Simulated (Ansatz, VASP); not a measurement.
**Cu5Mo: VASP beside Ansatz**

```
Cu Mo
1.0
     2.64028    0.00000    0.00000
    -1.32014    2.28655    0.00000
     0.00000    0.00000   12.70583
Cu Mo
5 1
Cartesian
  1.3201 0.7622 10.4501
  0.0000 0.0000 8.3921
  1.3201 0.7622 6.3529
  0.0000 0.0000 4.3138
  1.3201 0.7622 2.2557
  0.0000 0.0000 0.0000
```

Change from the starting cell: species swapped into the Ca5Mg type (P-6m2, No. 187).

Alike in both runs: functional PBE; k mesh 6 × 6 × 2; occupations gaussian, width 0.2 eV; no spin polarisation.

Ansatz relaxed the structure, and its values are those at the end. VASP's run is a single point on that final structure, the one shown.

```csv
,VASP,Ansatz
version,VASP 6.6.1,Ansatz 0.2.0
potentials or method,"VASP PAW PBE potentials, release 64 (Cu, Mo_sv), cutoff 520 eV","scalar-relativistic, plane waves, PAW"
valence electrons in the cell,69,109
```

VASP gave:

* gap on the k mesh at the Fermi level (eV): none
* pressure (GPa): 0.6
* rms of the force components (eV/Å): 0.004

Q: What did Ansatz give for the same quantities?

A: gap on the k mesh at the Fermi level (eV): none; pressure (GPa): 0.1; rms of the force components (eV/Å): 0.002.

A gap of «none» marks a metal or a gap that the smearing closes. VASP's potentials hold 69 valence electrons a cell and Ansatz's 109, so a difference there can come from the potentials and not from the codes.

The k mesh is coarse, so the values compare programs but aren't converged.
